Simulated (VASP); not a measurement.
# ZrB2 (P6/mmm) in VASP: a series of runs

ZrB2 is run at these levels: PBE; tasks: single point, relaxation of shape and atoms at fixed volume.

Everything below comes from runs of VASP 6.6.1. Logs are shortened: lines on timing, memory, paths and dates and some standing lists are left out, and cuts for length are marked.

## (1) The cell of the first run

Symmetry: P6/mmm, No. 191, hexagonal system. Conventional cell: a = 3.171 Å, b = 3.171 Å, c = 3.542 Å, α = 90.00°, β = 90.00°, γ = 120.00°. Within 3.4 Å of Zr (site symmetry 6/mmm) lie 12 B at 2.55 Å and 6 Zr at 3.17 Å. Within 2.4 Å of B (site symmetry -6m2) lie 3 B at 1.83 Å.

## (2) Single point, PBE

INCAR reads:

```
  PREC = Accurate
  ENCUT = 520
  EDIFF = 1E-6
  ISMEAR = 0
  SIGMA = 0.1
  LREAL = F
  LASPH = T
  NELM = 100
  ALGO = Normal
  ISIF = 2
  LWAVE = F
  LCHARG = F
  GGA = PE
  NBANDS = 16
```

KPOINTS reads:

```
regular mesh
0
Gamma
  18 18 12
```

POSCAR reads:

```
ZrB2
1.0
    3.1713308747      0.0000000000      0.0000000000
   -1.5856654374      2.7464531013      0.0000000000
    0.0000000000      0.0000000000      3.5419829896
Zr B
1 2
Direct
    0.0000000000      0.0000000000      0.0000000000
    0.3333333333      0.6666666667      0.5000000000
    0.6666666667      0.3333333333      0.5000000000
```

Potentials or basis: VASP PAW PBE potentials, release 64 (Zr_sv, B).

Run with:

```sh
> cat potpaw_PBE.64/Zr_sv/POTCAR potpaw_PBE.64/B/POTCAR > POTCAR
> mpirun -np 1 vasp_std > vasp.out
```

OUTCAR:

```text
PREC = Accurate
   ENCUT = 520
   EDIFF = 1E-6
   ISMEAR = 0
   LREAL = F
   LASPH = T
   NELM = 100
   ISIF = 2
   GGA = PE

 ion  position               nearest neighbor table
   1  0.000  0.000  0.000-   2 2.55   3 2.55   2 2.55   3 2.55   3 2.55   3 2.55   2 2.55   2 2.55
                             3 2.55   3 2.55   2 2.55   2 2.55
   2  0.333  0.667  0.500-   3 1.83   3 1.83   3 1.83   1 2.55   1 2.55   1 2.55   1 2.55   1 2.55
                             1 2.55
   3  0.667  0.333  0.500-   2 1.83   2 1.83   2 1.83   1 2.55   1 2.55   1 2.55   1 2.55   1 2.55
                             1 2.55

  LATTYP: Found a hexagonal cell.
 ALAT       =     3.1713308747
 C/A-ratio  =     1.1168758889

  Lattice vectors:

 A1 = (   3.1713308747,   0.0000000000,   0.0000000000)
 A2 = (  -1.5856654374,   2.7464531013,   0.0000000000)
 A3 = (   0.0000000000,   0.0000000000,   3.5419829896)

Analysis of symmetry for initial positions (statically):
=====================================================================
 Subroutine PRICEL returns:
 Original cell was already a primitive cell.

 Routine SETGRP: Setting up the symmetry group for a
 hexagonal supercell.

 Subroutine GETGRP returns: Found 24 space group operations
 (whereof 24 operations were pure point group operations)
 out of a pool of 24 trial point group operations.

The static configuration has the point symmetry D_6h.

Analysis of symmetry for dynamics (positions and initial velocities):
=====================================================================
 Subroutine PRICEL returns:
 Original cell was already a primitive cell.

 Routine SETGRP: Setting up the symmetry group for a
 hexagonal supercell.

 Subroutine GETGRP returns: Found 24 space group operations
 (whereof 24 operations were pure point group operations)
 out of a pool of 24 trial point group operations.

The dynamic configuration has the point symmetry D_6h.

 Subroutine INISYM returns: Found 24 space group operations
 (whereof 24 operations are pure point group operations),
 and found     1 'primitive' translations

----------------------------------------------------------------------------------------

                                     Primitive cell

  volume of cell :      30.8504

  direct lattice vectors                    reciprocal lattice vectors
     3.171330875  0.000000000  0.000000000     0.315325029  0.182052990  0.000000000
    -1.585665437  2.746453101  0.000000000     0.000000000  0.364105981  0.000000000
[... 76 lines left out ...]
   NGXF,Y,Z  is equivalent  to a cutoff of  25.16, 25.16, 26.28 a.u.
 SYSTEM =  unknown system
   PREC   = accura    normal or accurate (medium, high low for compatibility)
   ISTART =      0    job   : 0-new  1-cont  2-samecut
   ICHARG =      2    charge: 1-file 2-atom 10-const
   ISPIN  =      1    spin polarized calculation?
   LNONCOLLINEAR =      F non collinear calculations
   LSORBIT =      F    spin-orbit coupling
   LASPH  =      T    aspherical Exc in radial PAW
   ENCUT  =  520.0 eV  38.22 Ry    6.18 a.u.   5.90  5.90  6.59*2*pi/ulx,y,z
   NELM   =    100;   NELMIN=  2; NELMDL= -5     # of ELM steps
   EDIFF  = 0.1E-05   stopping-criterion for ELM
   LREAL  =      F    real-space projection
   EDIFFG = 0.1E-04   stopping-criterion for IOM
   NSW    =      0    number of steps for IOM
   IBRION =     -1    ionic relax: 0-MD 1-quasi-New 2-CG
   NFREE  =      0    steps in history (QN), initial steepest desc. (CG)
   ISIF   =      2    stress and relaxation
   ISYM   =      2    0-nonsym 1-usesym 2-fastsym
   POTIM  = 0.5000    time-step for ionic-motion
   TEBEG  =    0.0;   TEEND  =   0.0 temperature during run
   PSTRESS=    0.0 pullay stress
   NELECT =      18.0000    total number of electrons
   NUPDOWN=      -1.0000    fix difference up-down
   EMIN   =  10.00;   EMAX   =-10.00  energy-range for DOS
[... 5 lines left out ...]
     AMIX     =   0.40;   BMIX     =  1.00
     AMIX_MAG =   1.60;   BMIX_MAG =  1.00
  volume/ion in A,a.u.               =      10.28        69.40
  Fermi-wavevector in a.u.,A,eV,Ry     =   1.367977  2.585102 25.461429  1.871362
  Thomas-Fermi vector in A             =   2.493982
   LORBIT       =      0    0 simple, 1 ext, 2 COOP (PROOUT), +10 PAW based schemes
   GGA     = PE    functional components
   LHFCALC =     F    Hartree Fock is set to
[... 5 lines left out ...]
 Gauss-broadening in eV      SIGMA  =   0.10
  energy-cutoff  :      520.00
  volume of cell :       30.85
 maximum number of plane-waves:       852
 NGX is ok and might be reduce to    24
   NGX = 11   NGY = 11   NGZ = 13

 number of electron      18.0000000 magnetization

 Free energy of the ion-electron system (eV)
  ---------------------------------------------------
  ext. energy  EPLUGINS =         0.00000000
  ---------------------------------------------------
  free energy    TOTEN  =       -24.97932837 eV

  energy without entropy =      -24.97819764  energy(sigma->0) =      -24.97876300

 E-fermi :  10.5432     XC(G=0): -12.4272

 val. band max:       10.4732118607   @ k =   0.1111   0.0000   0.4167
 cond. band min:      10.5509859239   @ k =   0.0000   0.0000   0.2500
 fundamental gap:      0.0777740631
 Fermi energy:        10.5432101091

 k-point     1 :       0.0000    0.0000    0.0000
  band No.  band energies     occupation
      1     -38.1560      2.00000
      2     -16.3427      2.00000
      3     -15.7893      2.00000
      4     -15.7893      2.00000
      5      -2.2293      2.00000
      6       7.8785      2.00000
[... 433 lines left out ...]
      3     -16.1698      2.00000
      4     -16.0661      2.00000
      5       1.1693      2.00000
      6       2.6603      2.00000
[... 8 lines left out ...]
     15      19.1859      0.00000
     16      19.9421      0.00000

 [... further k-points ...]
[... 5 lines left out ...]
  --------------------------------------------------------------------------------------
  -------------------------------------------------------------------------------------
  Total        0.0162114      0.0162114      0.0355426     -0.0000000     -0.0000000     -0.0000000
  in kB        0.8419206      0.8419206      1.8458654     -0.0000000     -0.0000000     -0.0000000
  external PRESSURE =       1.1765689 kB  Pullay stress =       0.0000000 kB

 VOLUME and BASIS-vectors are now :
 -----------------------------------------------------------------------------
  energy-cutoff  :      520.00
  volume of cell :       30.85
      direct lattice vectors                 reciprocal lattice vectors
     3.171330875  0.000000000  0.000000000     0.315325029  0.182052990  0.000000000
    -1.585665437  2.746453101  0.000000000     0.000000000  0.364105981  0.000000000
     0.000000000  0.000000000  3.541982990     0.000000000  0.000000000  0.282327725

 POSITION                                       TOTAL-FORCE (eV/Angst)
 -----------------------------------------------------------------------------------
      0.00000      0.00000      0.00000         0.000000      0.000000      0.000000
     -0.00000      1.83097      1.77099        -0.000000      0.000000      0.000000
      1.58567      0.91548      1.77099         0.000000     -0.000000      0.000000
 -----------------------------------------------------------------------------------
    total drift:                               -0.000000      0.000000     -0.000000

  FREE ENERGIE OF THE ION-ELECTRON SYSTEM (eV)
  ---------------------------------------------------
  free  energy   TOTEN  =       -24.9793283665 eV

  energy  without entropy=      -24.9781976373  energy(sigma->0) =      -24.97876300
```

OSZICAR:

```text
N       E                     dE             d eps       ncg     rms          rms(c)
DAV:   1     0.101617062684E+03    0.10162E+03   -0.96470E+03  8288   0.112E+03
DAV:   2    -0.235314283963E+02   -0.12515E+03   -0.12066E+03 10872   0.289E+02
DAV:   3    -0.276029546710E+02   -0.40715E+01   -0.40508E+01 12808   0.447E+01
DAV:   4    -0.276607285358E+02   -0.57774E-01   -0.57766E-01 10112   0.480E+00
DAV:   5    -0.276618805245E+02   -0.11520E-02   -0.11520E-02 12400   0.471E-01    0.213E+01
DAV:   6    -0.250229541314E+02    0.26389E+01   -0.59263E+00 10744   0.161E+01    0.857E+00
DAV:   7    -0.249804042356E+02    0.42550E-01   -0.60032E-01 11400   0.487E+00    0.317E+00
DAV:   8    -0.249834061185E+02   -0.30019E-02   -0.93317E-02  9992   0.244E+00    0.387E-01
DAV:   9    -0.249796550086E+02    0.37511E-02   -0.19536E-02 10304   0.102E+00    0.214E-01
DAV:  10    -0.249793215854E+02    0.33342E-03   -0.17760E-03  9760   0.383E-01    0.348E-02
DAV:  11    -0.249793305326E+02   -0.89472E-05   -0.61683E-05 10760   0.754E-02    0.113E-02
DAV:  12    -0.249793283210E+02    0.22116E-05   -0.26198E-06  9312   0.136E-02    0.579E-03
DAV:  13    -0.249793283665E+02   -0.45475E-07   -0.23944E-07  5320   0.471E-03
   1 F= -.24979328E+02 E0= -.24978763E+02  d E =-.113073E-02
```

Wall time 93 s (1 thread of Intel Xeon Platinum 8488C (Sapphire Rapids), shared host); peak memory 0.24 GiB.

Results:

- Free energy: -24.9793 eV
- Pressure: 0.1 GPa
- Band gap on the k mesh: zero (band 9 reaches 11.27 eV, above the bottom of band 10 at 9.97 eV)

Stress tensor (GPa, compression positive):
```
0.08 0.00 0.00
0.00 0.08 0.00
0.00 0.00 0.18
```

## (3) Single point, PBE (volume scaled by 1.03, then relaxed in part)

INCAR reads:

```
SYSTEM = ZrB2
PREC = Accurate ; ENCUT = 520
EDIFF = 1E-6 ; ISMEAR = 0
SIGMA = 0.1 ; LREAL = .FALSE.
LASPH = .TRUE. ; NELM = 60
ALGO = Normal ; ISIF = 2
LWAVE = .FALSE. ; LCHARG = .FALSE.
GGA = PE ; NBANDS = 16
```

KPOINTS reads:

```
Automatic mesh
0
G
  18 18 12
  0 0 0
```

POSCAR reads:

```
ZrB2
1.0
    3.2004214185      0.0000000000      0.0000000000
   -1.6002107093      2.7716462512      0.0000000000
    0.0000000000      0.0000000000      3.5822217857
Zr B
1 2
Direct
    0.0000000000      0.0000000000      0.0000000000
    0.3333333333      0.6666666667      0.5000000000
    0.6666666667      0.3333333333      0.5000000000
```

Potentials or basis: VASP PAW PBE potentials, release 64 (Zr_sv, B).

Run with:

```sh
> cat potpaw_PBE.64/Zr_sv/POTCAR potpaw_PBE.64/B/POTCAR > POTCAR
> mpirun -np 1 vasp_std > vasp.out
```

Run time: 83 s. Hardware: 1 thread of Intel Xeon Platinum 8488C (Sapphire Rapids), shared host; peak memory 0.24 GiB.

Results (log left out):

| Property | Result |
| --- | --- |
| Free energy | -24.9610 eV |
| Pressure | -6.5 GPa |
| Band gap on the k mesh | zero (band 9 reaches 10.94 eV, above the bottom of band 10 at 9.66 eV) |

Levels at points of the mesh, in eV from the Fermi level:
```csv
k point,band 5,band 6,band 7,band 8,band 9,band 10,band 11,band 12,band 13,band 14
"(0.00, 0.00, 0.00)",-12.63,-2.59,-2.59,-2.58,-2.45,3.20,3.20,3.93,3.93,4.64
"(0.50, 0.00, 0.00)",-8.87,-8.55,-3.86,-3.07,-2.64,2.10,2.15,4.69,4.71,6.24
"(0.00, 0.00, 0.50)",-10.74,-6.93,-0.99,-0.99,0.30,0.30,0.70,0.70,1.63,4.94
"(0.50, 0.00, 0.50)",-9.82,-7.02,-4.53,-4.07,-2.12,3.47,3.87,5.03,5.83,6.13
```

(Part 1 of 2 ends here.)
